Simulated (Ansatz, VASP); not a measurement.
# Se: VASP beside Ansatz

The input INCAR:

```
PREC = Accurate ; ENCUT = 520
EDIFF = 1E-6 ; ISMEAR = 0
SIGMA = 0.05 ; LREAL = F
LASPH = T ; NELM = 60
ALGO = Normal ; ISIF = 2
LWAVE = F ; LCHARG = F
GGA = PS ; NBANDS = 9
```

Contents of KPOINTS:

```
Automatic mesh
0
Gamma
  18 18 18
```

File POSCAR:

```
Se
1.0
   -1.7094425303      1.7094425303      1.7094425303
    1.7094425303     -1.7094425303      1.7094425303
    1.7094425303      1.7094425303     -1.7094425303
Se
1
Direct
    0.0000000000      0.0000000000      0.0000000000
```

Input for Ansatz:

```yaml
crystal:
  lattice:
    - [-1.7094425303, 1.7094425303, 1.7094425303]
    - [1.7094425303, -1.7094425303, 1.7094425303]
    - [1.7094425303, 1.7094425303, -1.7094425303]
  atoms:
    - { symbol: Se, position: [0.0, 0.0, 0.0] }
basis:
  ecutwfc: 420
  ecutrho_ratio: 4
kpoints:
  mp_grid: { grid: [18, 18, 18] }
hamiltonian:
  xc: pbesol
scf:
  occupations: { method: gaussian, width: 0.05 }
output:
  forces: true
  stress: true
  eigenvalues: true
```

Alike in both runs: task single point; functional PBEsol; k mesh 18 × 18 × 18; occupations gaussian, width 0.05 eV; no spin polarisation.

```csv
,VASP,Ansatz
version,VASP 6.6.1,Ansatz 0.2.0
potentials or method,"VASP PAW PBE potentials, release 64 (Se), cutoff 520 eV","scalar-relativistic, plane waves, PAW"
valence electrons in the cell,6,16
```

```csv
,VASP,Ansatz,Ansatz less VASP
gap on the k mesh at the Fermi level (eV),none,none,-
pressure (GPa),-3.0,-3.0,-0.06
```

VASP's potentials were made for PBE, not for PBEsol. A gap of «none» marks a metal or a gap that the smearing closes. The functional is the same, so the differences come from potentials, cutoffs and numerics. VASP's potentials hold 6 valence electrons a cell and Ansatz's 16, so a difference there can come from the potentials and not from the codes.
